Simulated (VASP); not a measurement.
# Al2O3 (P-3m1) in VASP: a series of runs, part 2 of 2

VASP 6.6.1. The steps go on from the part before.

## (3) Single point, LDA (strain -0.040 along x and y, +0.000 along z)

INCAR

```
SYSTEM = Al2O3
ALGO = Normal
EDIFF = 1E-6
ENCUT = 520
ISIF = 2
ISMEAR = 0
LASPH = .True.
LCHARG = .True.
LELF = .True.
LREAL = .False.
LVHAR = .True.
LWAVE = .False.
NBANDS = 20
NELM = 60
PREC = Accurate
SIGMA = 0.05
```

KPOINTS

```
k-points
0
Gamma
  12 12 4
  0 0 0
```

POSCAR

```
Al2O3
1.0
    2.8967832423      0.0000000000      0.0000000000
   -1.4483916211      2.5086878770      0.0000000000
    0.0000000000      0.0000000000      7.5746360022
Al O
2 3
Direct
    0.0000000000      0.0000000000      0.2779510000
    0.0000000000      0.0000000000      0.7220490000
    0.3333333333      0.6666666667      0.1994540000
    0.6666666667      0.3333333333      0.8005460000
    0.0000000000      0.0000000000      0.5000000000
```

Potentials or basis: VASP PAW LDA potentials, release 64 (Al, O).

On the command line:

```
$ cat potpaw_LDA.64/Al/POTCAR potpaw_LDA.64/O/POTCAR > POTCAR
$ mpirun -np 1 vasp_std > vasp.out
```

OUTCAR:

```text
SYSTEM = Al2O3
   EDIFF = 1E-6
   ENCUT = 520
   ISIF = 2
   ISMEAR = 0
   LASPH = .True.
   LREAL = .False.
   NELM = 60
   PREC = Accurate

 ion  position               nearest neighbor table
   1  0.000  0.000  0.278-   5 1.68   3 1.78   3 1.78   3 1.78   2 3.36
   2  0.000  0.000  0.722-   5 1.68   4 1.78   4 1.78   4 1.78   1 3.36
   3  0.333  0.667  0.199-   1 1.78   1 1.78   1 1.78
   4  0.667  0.333  0.801-   2 1.78   2 1.78   2 1.78
   5  0.000  0.000  0.500-   1 1.68   2 1.68

  LATTYP: Found a hexagonal cell.
 ALAT       =     2.8967832423
 C/A-ratio  =     2.6148439040

  Lattice vectors:

 A1 = (   2.8967832423,   0.0000000000,   0.0000000000)
 A2 = (  -1.4483916211,   2.5086878770,   0.0000000000)
 A3 = (   0.0000000000,   0.0000000000,   7.5746360022)

Analysis of symmetry for initial positions (statically):
=====================================================================
 Subroutine PRICEL returns:
 Original cell was already a primitive cell.

 Routine SETGRP: Setting up the symmetry group for a
 hexagonal supercell.

 Subroutine GETGRP returns: Found 12 space group operations
 (whereof 12 operations were pure point group operations)
 out of a pool of 24 trial point group operations.

The static configuration has the point symmetry D_3d.

Analysis of symmetry for dynamics (positions and initial velocities):
=====================================================================
 Subroutine PRICEL returns:
 Original cell was already a primitive cell.

 Routine SETGRP: Setting up the symmetry group for a
 hexagonal supercell.

 Subroutine GETGRP returns: Found 12 space group operations
 (whereof 12 operations were pure point group operations)
 out of a pool of 24 trial point group operations.

The dynamic configuration has the point symmetry D_3d.

 Subroutine INISYM returns: Found 12 space group operations
 (whereof 12 operations are pure point group operations),
 and found     1 'primitive' translations

----------------------------------------------------------------------------------------

                                     Primitive cell

  volume of cell :      55.0458

  direct lattice vectors                    reciprocal lattice vectors
     2.896783242  0.000000000  0.000000000     0.345210503  0.199307377  0.000000000
    -1.448391621  2.508687877  0.000000000     0.000000000  0.398614754  0.000000000
     0.000000000  0.000000000  7.574636002     0.000000000  0.000000000  0.132019545

  length of vectors
     2.896783242  2.896783242  7.574636002     0.398614754  0.398614754  0.132019545

  position of ions in fractional coordinates (direct lattice)
     0.000000000  0.000000000  0.277951000
     0.000000000  0.000000000  0.722049000
     0.333333333  0.666666667  0.199454000
     0.666666667  0.333333333  0.800546000
     0.000000000  0.000000000  0.500000000

  ion indices of the primitive-cell ions
   primitive index   ion index
                 1           1
                 2           2
                 3           3
                 4           4
                 5           5

[... 25 lines left out ...]

 Following reciprocal coordinates:
            Coordinates               Weight
  0.000000  0.000000  0.000000      1.000000
  0.083333  0.000000  0.000000      6.000000
  0.166667 -0.000000  0.000000      6.000000
  0.250000 -0.000000  0.000000      6.000000
  0.333333 -0.000000  0.000000      6.000000
  0.416667 -0.000000  0.000000      6.000000
[... 16 lines left out ...]
  0.166667 -0.000000  0.250000      6.000000
  0.000000  0.166667  0.250000      6.000000
 [... further k-points ...]
   k-points           NKPTS =     69   k-points in BZ     NKDIM =     69   number of bands    NBANDS=     20
   number of dos      NEDOS =    301   number of ions     NIONS =      5
   total plane-waves  NPLWV =  32256
   dimension x,y,z NGX =    24 NGY =   24 NGZ =   56
   dimension x,y,z NGXF=    48 NGYF=   48 NGZF=  112
   ions per type =               2   3
   NGX,Y,Z   is equivalent  to a cutoff of  13.77, 13.77, 12.29 a.u.
   NGXF,Y,Z  is equivalent  to a cutoff of  27.55, 27.55, 24.58 a.u.
 SYSTEM =  Al2O3
   PREC   = accura    normal or accurate (medium, high low for compatibility)
   ISTART =      0    job   : 0-new  1-cont  2-samecut
   ICHARG =      2    charge: 1-file 2-atom 10-const
   ISPIN  =      1    spin polarized calculation?
   LNONCOLLINEAR =      F non collinear calculations
   LSORBIT =      F    spin-orbit coupling
   LASPH  =      T    aspherical Exc in radial PAW
   ENCUT  =  520.0 eV  38.22 Ry    6.18 a.u.   5.39  5.39 14.08*2*pi/ulx,y,z
   NELM   =     60;   NELMIN=  2; NELMDL= -5     # of ELM steps
   EDIFF  = 0.1E-05   stopping-criterion for ELM
   LREAL  =      F    real-space projection
   EDIFFG = 0.1E-04   stopping-criterion for IOM
   NSW    =      0    number of steps for IOM
   IBRION =     -1    ionic relax: 0-MD 1-quasi-New 2-CG
   NFREE  =      0    steps in history (QN), initial steepest desc. (CG)
   ISIF   =      2    stress and relaxation
   ISYM   =      2    0-nonsym 1-usesym 2-fastsym
   POTIM  = 0.5000    time-step for ionic-motion
   TEBEG  =    0.0;   TEEND  =   0.0 temperature during run
   PSTRESS=    0.0 pullay stress
   NELECT =      24.0000    total number of electrons
   NUPDOWN=      -1.0000    fix difference up-down
   EMIN   =  10.00;   EMAX   =-10.00  energy-range for DOS
   EFERMI =   0.00;   METHOD = LEGACY
   ISMEAR =     0;   SIGMA  =   0.05  broadening in eV -4-tet -1-fermi 0-gaus
   EFERMI_NEDOS =   21; number of points for ismear=-14 and -15
   IALGO  =     38    algorithm
   IMIX   =      4    mixing-type and parameters
     AMIX     =   0.40;   BMIX     =  1.00
     AMIX_MAG =   1.60;   BMIX_MAG =  1.00
  volume/ion in A,a.u.               =      11.01        74.29
  Fermi-wavevector in a.u.,A,eV,Ry     =   1.241377  2.345863 20.966815  1.541017
  Thomas-Fermi vector in A             =   2.375778
   LORBIT       =      0    0 simple, 1 ext, 2 COOP (PROOUT), +10 PAW based schemes
   GGA     = CA    functional components
   LHFCALC =     F    Hartree Fock is set to
   AEXX    =    0.0000 exact exchange contribution
   IVDW    =     0    specifies the selected vdW correction
   LEPSILON=     F    determine dielectric tensor
   LRPA    =     F    only Hartree local field effects (RPA)
 non-spin polarized calculation
 Gauss-broadening in eV      SIGMA  =   0.05
  energy-cutoff  :      520.00
  volume of cell :       55.05
 maximum number of plane-waves:      1528
 NGX is ok and might be reduce to    24
   NGX = 11   NGY = 11   NGZ = 29

 number of electron      23.9999991 magnetization

 Free energy of the ion-electron system (eV)
  ---------------------------------------------------
  ext. energy  EPLUGINS =         0.00000000
  ---------------------------------------------------
  free energy    TOTEN  =       -39.64243423 eV

  energy without entropy =      -39.64243423  energy(sigma->0) =      -39.64243423

 E-fermi :   4.9537     XC(G=0): -10.5870

 val. band max:        4.6486345254   @ k =   0.0000   0.0000   0.0000
 cond. band min:       6.9799722873   @ k =   0.0000   0.0000   0.0000
 fundamental gap:      2.3313377620
 Fermi energy:         4.9537229819

 k-point     1 :       0.0000    0.0000    0.0000
  band No.  band energies     occupation
      1     -15.8008      2.00000
      2     -15.6109      2.00000
      3     -12.3651      2.00000
      4      -1.9539      2.00000
      5      -0.8716      2.00000
      6       0.2320      2.00000
[... 541 lines left out ...]
     19      17.0122      0.00000
     20      17.6423      0.00000

 [... further k-points ...]

------------------------ aborting loop because EDIFF is reached ----------------------------------------

  FORCE on cell =-STRESS in cart. coord.  units (eV):
  Direction    XX          YY          ZZ          XY          YZ          ZX
  --------------------------------------------------------------------------------------
  -------------------------------------------------------------------------------------
  Total        4.0758145      4.0758145     -1.9638911      0.0000000      0.0000000      0.0000000
  in kB      118.6316558    118.6316558    -57.1614948      0.0000000      0.0000000      0.0000000
  external PRESSURE =      60.0339389 kB  Pullay stress =       0.0000000 kB

 VOLUME and BASIS-vectors are now :
 -----------------------------------------------------------------------------
  energy-cutoff  :      520.00
  volume of cell :       55.05
      direct lattice vectors                 reciprocal lattice vectors
     2.896783242  0.000000000  0.000000000     0.345210503  0.199307377  0.000000000
    -1.448391621  2.508687877  0.000000000     0.000000000  0.398614754  0.000000000
     0.000000000  0.000000000  7.574636002     0.000000000  0.000000000  0.132019545

 POSITION                                       TOTAL-FORCE (eV/Angst)
 -----------------------------------------------------------------------------------
      0.00000      0.00000      2.10538         0.000000     -0.000000      0.948652
      0.00000      0.00000      5.46926        -0.000000      0.000000     -0.948652
     -0.00000      1.67246      1.51079         0.000000      0.000000     -0.325688
      1.44839      0.83623      6.06384         0.000000     -0.000000      0.325688
      0.00000      0.00000      3.78732         0.000000      0.000000      0.000000
 -----------------------------------------------------------------------------------
    total drift:                                0.000000      0.000000      0.000000

  FREE ENERGIE OF THE ION-ELECTRON SYSTEM (eV)
  ---------------------------------------------------
  free  energy   TOTEN  =       -39.6424342310 eV

  energy  without entropy=      -39.6424342310  energy(sigma->0) =      -39.64243423
```

Wall time 71 s (1 thread of Intel Xeon 8259CL, shared host); peak memory 0.19 GiB.

Results:

| Quantity | Value |
| --- | --- |
| Free energy | -39.6424 eV |
| Pressure | 6.0 GPa |
| Largest force | 0.949 eV/Å |
| Band gap on the k mesh | 2.33 eV |

Forces on the atoms (eV/Å):
```
Al   0.000  0.000  0.949
Al   0.000  0.000 -0.949
O    0.000  0.000 -0.326
O    0.000  0.000  0.326
O    0.000  0.000  0.000
```

Levels at points of the mesh, in eV from the valence-band top:
| k point | band 9 | band 10 | band 11 | band 12 | band 13 | band 14 | band 15 | band 16 |
| --- | --- | --- | --- | --- | --- | --- | --- | --- |
| (0.00, 0.00, 0.00) | -4.40 | -3.00 | 0.00 | 0.00 | 2.33 | 4.47 | 7.13 | 10.16 |
| (0.50, 0.00, 0.00) | -3.99 | -3.93 | -2.40 | -0.61 | 4.04 | 5.87 | 8.20 | 8.86 |
| (0.00, 0.00, 0.50) | -4.40 | -3.74 | 0.00 | 0.00 | 3.33 | 3.41 | 8.07 | 8.35 |
| (0.50, 0.00, 0.50) | -4.17 | -3.93 | -2.33 | -0.61 | 4.52 | 5.22 | 8.06 | 8.52 |

Caveat: the cell differs from its parent crystal (strain -0.040 along x and y, +0.000 along z); the cell stands under pressure.

## (4) Single point, LDA (strain -0.040 along x and y, +0.040 along z)

INCAR

```
SYSTEM = Al2O3
ALGO     = Normal         ! electronic algorithm
EDIFF    = 1E-7           ! SCF threshold, eV
ENCUT    = 520            ! plane-wave cutoff, eV
ISIF     = 2              ! what is computed and relaxed
ISMEAR   = 0              ! smearing method
LASPH    = .True.         ! aspherical terms in the spheres
LCHARG   = .False.        ! write CHGCAR
LREAL    = .False.        ! projectors in reciprocal space
LWAVE    = .False.        ! write WAVECAR
NBANDS   = 20             ! bands
NELM     = 60             ! most SCF steps
PREC     = Accurate       ! precision mode
SIGMA    = 0.05           ! smearing width, eV
```

KPOINTS is that of step 3.

Edit POSCAR of step 3 so:

```diff
@@ -4,3 +4,3 @@
    -1.4483916211      2.5086878770      0.0000000000
-    0.0000000000      0.0000000000      7.5746360022
+    0.0000000000      0.0000000000      7.8776214423
 Al O
```

On the command line:

```
$ cat potpaw_LDA.64/Al/POTCAR potpaw_LDA.64/O/POTCAR > POTCAR
$ mpirun -np 1 vasp_std > vasp.out
```

It took 97 s on 1 thread of Intel Xeon 8259CL, shared host; peak memory 0.19 GiB.

Results (log left out):

```yaml
Free_energy: -39.4284 eV
Pressure: -1.3 GPa
Largest_force: 2.374 eV/Å
Band_gap_on_the_k_mesh: 1.60 eV
```

Forces on the atoms (eV/Å):
```
Al   0.000  0.000  2.374
Al   0.000  0.000 -2.374
O    0.000  0.000  0.036
O    0.000  0.000 -0.036
O    0.000  0.000  0.000
```

Stress tensor (GPa, compression positive):
```
 10.34   0.00   0.00
  0.00  10.34   0.00
  0.00   0.00 -24.72
```

Levels at points of the mesh, in eV from the valence-band top:
| k point | band 8 | band 9 | band 10 | band 11 | band 12 | band 13 | band 14 | band 15 | band 16 | band 17 |
| --- | --- | --- | --- | --- | --- | --- | --- | --- | --- | --- |
| (0.00, 0.00, 0.00) | -4.91 | -4.91 | -3.49 | 0.00 | 0.00 | 1.60 | 3.73 | 6.33 | 9.27 | 9.29 |
| (0.50, 0.00, 0.00) | -5.37 | -4.52 | -4.15 | -2.72 | -0.63 | 3.42 | 5.11 | 7.64 | 7.91 | 8.56 |
| (0.00, 0.00, 0.50) | -4.91 | -4.91 | -4.08 | 0.00 | 0.00 | 2.56 | 2.70 | 7.34 | 7.47 | 10.75 |
| (0.50, 0.00, 0.50) | -5.28 | -4.72 | -4.10 | -2.68 | -0.62 | 3.80 | 4.61 | 7.17 | 8.02 | 9.44 |

Caveat: the cell differs from its parent crystal (strain -0.040 along x and y, +0.040 along z); forces of over 1 eV/Å act on the atoms, so gaps and moduli don't describe the material at rest. A k mesh can miss the band edges.

## (5) Single point, LDA (strain +0.000 along x and y, -0.040 along z)

INCAR

```
PREC = Accurate ; ENCUT = 520
EDIFF = 1E-6 ; ISMEAR = 0
SIGMA = 0.05 ; LREAL = F
LASPH = T ; NELM = 80
ALGO = Normal ; ISIF = 2
LWAVE = F ; LCHARG = F
NBANDS = 20
```

KPOINTS

```
regular mesh
0
Gamma
  12 12 4
```

Edit POSCAR of step 4 so:

```diff
@@ -2,5 +2,5 @@
 1.0
-    2.8967832423      0.0000000000      0.0000000000
-   -1.4483916211      2.5086878770      0.0000000000
-    0.0000000000      0.0000000000      7.8776214423
+    3.0174825440      0.0000000000      0.0000000000
+   -1.5087412720      2.6132165386      0.0000000000
+    0.0000000000      0.0000000000      7.2716505621
 Al O
```

On the command line:

```
$ cat potpaw_LDA.64/Al/POTCAR potpaw_LDA.64/O/POTCAR > POTCAR
$ mpirun -np 1 vasp_std > vasp.out
```

Run time: 71 s. Hardware: 1 thread of Intel Xeon 8259CL, shared host; peak memory 0.19 GiB.

It converged, with:

* Free energy: -39.6179 eV
* Pressure: 0.8 GPa
* Largest force: 2.068 eV/Å
* Band gap on the k mesh: 2.89 eV

Forces on the atoms (eV/Å):
```
Al   0.000  0.000 -2.068
Al   0.000  0.000  2.068
O    0.000  0.000  0.097
O    0.000  0.000 -0.097
O    0.000  0.000  0.000
```

Stress tensor (GPa, compression positive):
```
-7.28  0.00  0.00
 0.00 -7.28  0.00
 0.00  0.00 17.09
```

Levels at points of the mesh, in eV from the valence-band top:
```
           k point  band 9  band 10  band 11  band 12  band 13  band 14  band 15  band 16
(0.00, 0.00, 0.00)   -3.16    -1.76     0.00     0.00     2.89     4.93     7.92    11.27
(0.50, 0.00, 0.00)   -3.34    -2.46    -1.34    -0.46     4.99     6.78     8.54     9.67
(0.00, 0.00, 0.50)   -2.91    -2.75     0.00     0.00     3.77     4.07     8.63     9.42
(0.50, 0.00, 0.50)   -3.22    -2.75    -1.23    -0.45     5.59     5.98     8.80     8.98
```

Caveat: the cell differs from its parent crystal (strain +0.000 along x and y, -0.040 along z); forces of over 1 eV/Å act on the atoms, so gaps and moduli don't describe the material at rest. A k mesh can miss the band edges.

## (6) Single point, LDA (strain -0.040 along x and y, +0.080 along z)

INCAR

```
PREC = Accurate ; ENCUT = 520
EDIFF = 1E-6 ; ISMEAR = 0
SIGMA = 0.05 ; LREAL = False
LASPH = True ; NELM = 60
ALGO = Normal ; ISIF = 2
LWAVE = False ; LCHARG = True
GGA = CA ; LELF = True
LVHAR = True ; NBANDS = 20
```

KPOINTS is that of step 5.

Edit POSCAR of step 5 so:

```diff
@@ -2,5 +2,5 @@
 1.0
-    3.0174825440      0.0000000000      0.0000000000
-   -1.5087412720      2.6132165386      0.0000000000
-    0.0000000000      0.0000000000      7.2716505621
+    2.8967832423      0.0000000000      0.0000000000
+   -1.4483916211      2.5086878770      0.0000000000
+    0.0000000000      0.0000000000      8.1806068824
 Al O
```

Potentials or basis: VASP PAW LDA potentials, release 64 (Al, O).

On the command line:

```
$ cat potpaw_LDA.64/Al/POTCAR potpaw_LDA.64/O/POTCAR > POTCAR
$ mpirun -np 1 vasp_std > vasp.out
```

Run time: 73 s. Hardware: 1 thread of Intel Xeon 8259CL, shared host; peak memory 0.2 GiB.

Results (log left out):

| Quantity | Value |
| --- | --- |
| Free energy | -38.9948 eV |
| Pressure | -6.6 GPa |
| Largest force | 3.245 eV/Å |
| Band gap on the k mesh | 0.91 eV |

Forces on the atoms (eV/Å):
```
Al   0.000  0.000  3.245
Al   0.000  0.000 -3.245
O    0.000  0.000  0.384
O    0.000  0.000 -0.384
O    0.000  0.000  0.000
```

Stress tensor (GPa, compression positive):
```
  9.04   0.00   0.00
  0.00   9.04   0.00
  0.00   0.00 -37.92
```

Levels at points of the mesh, in eV from the valence-band top:
```tsv
k point	band 9	band 10	band 11	band 12	band 13	band 14	band 15	band 16
(0.00, 0.00, 0.00)	-5.35	-3.90	0.00	0.00	0.91	3.06	5.57	8.41
(0.50, 0.00, 0.00)	-5.05	-4.26	-2.94	-0.63	2.84	4.41	6.76	7.36
(0.00, 0.00, 0.50)	-5.35	-4.37	0.00	0.00	1.74	2.12	6.62	6.66
(0.50, 0.00, 0.50)	-5.21	-4.22	-2.92	-0.63	3.13	4.02	6.30	7.58
```

Caveat: the cell differs from its parent crystal (strain -0.040 along x and y, +0.080 along z); the cell stands under tension; forces of over 1 eV/Å act on the atoms, so gaps and moduli don't describe the material at rest.

## (7) Summary

```csv
cell,gap on the mesh (eV),pressure (GPa),largest force (eV/Å)
"a = 3.017, b = 3.017, c = 6.969 Å, angles 90.0, 90.0, 120.0°, 5 atoms",3.61,12.6,5.22
"a = 2.897, b = 2.897, c = 7.575 Å, angles 90.0, 90.0, 120.0°, 5 atoms",2.33,6.0,0.95
"a = 2.897, b = 2.897, c = 7.878 Å, angles 90.0, 90.0, 120.0°, 5 atoms",1.60,-1.3,2.37
"a = 3.017, b = 3.017, c = 7.272 Å, angles 90.0, 90.0, 120.0°, 5 atoms",2.89,0.8,2.07
"a = 2.897, b = 2.897, c = 8.181 Å, angles 90.0, 90.0, 120.0°, 5 atoms",0.91,-6.6,3.24
```

Alike in all rows: task single point; level LDA; potentials or basis VASP PAW LDA potentials, release 64 (Al, O); no spin polarisation; k mesh 12 × 12 × 4; cutoff (eV) 520; smearing gaussian 0.05 eV.

Caveats: forces of over 1 eV/Å act on the atoms, so gaps and moduli don't describe the material at rest (at least some runs); the cell stands under pressure (at least some runs); the cell stands under tension (at least some runs).

Total energies depend on the potentials used, so only differences within one code and one set of settings carry meaning.
